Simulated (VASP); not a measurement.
Set up this calculation in VASP 6.6.1, as the native input.

| Item | Value |
| --- | --- |
| Task | single point |
| Functional | PBE |
| Dispersion | D3(BJ) |
| Potentials or basis | VASP PAW PBE potentials, release 64 (Be) |
| Cutoff | 520 eV |
| k mesh | 24 × 24 × 12 |
| Occupations | gaussian, width 0.15 eV |
| Spin | no spin polarisation |
| Dipole correction | no |
| Further INCAR settings | ALGO = Normal; EDIFF = 1e-06; NBANDS = 9 |

The structure of Be lies in POSCAR:

```
Be
1.0
    2.2141966284      0.0000000000      0.0000000000
   -1.1070983142      1.9175505292      0.0000000000
    0.0000000000      0.0000000000      3.5001053904
Be
2
Direct
    0.3333333333      0.6666666667      0.2500000000
    0.6666666667      0.3333333333      0.7500000000
```

The input as run:

INCAR

```
SYSTEM = Be
ALGO     = Normal         ! electronic algorithm
EDIFF    = 1E-6           ! SCF threshold, eV
ENCUT    = 520            ! plane-wave cutoff, eV
GGA      = PE             ! functional
ISIF     = 2              ! what is computed and relaxed
ISMEAR   = 0              ! smearing method
IVDW     = 12             ! dispersion correction
LASPH    = .True.         ! aspherical terms in the spheres
LCHARG   = .False.        ! write CHGCAR
LREAL    = .False.        ! projectors in reciprocal space
LWAVE    = .False.        ! write WAVECAR
NBANDS   = 9              ! bands
NELM     = 80             ! most SCF steps
PREC     = Accurate       ! precision mode
SIGMA    = 0.15           ! smearing width, eV
```

KPOINTS

```
k-points
0
Gamma
  24 24 12
  0 0 0
```

Potentials or basis: VASP PAW PBE potentials, release 64 (Be).

Command:

```sh
$ cat potpaw_PBE.64/Be/POTCAR > POTCAR
$ mpirun -np 1 vasp_std > vasp.out
```

Results of the run:

```
Pressure                   : 0.2 GPa
Band gap on the k mesh     : zero (bands 2 and 3 overlap by 2.13 eV)
Dispersion energy per atom : -0.379 eV
```

Wall time 21 s on 1 thread of AMD EPYC 7R13 Processor (Zen 3), with other jobs on the host, peak memory 0.14 GiB.
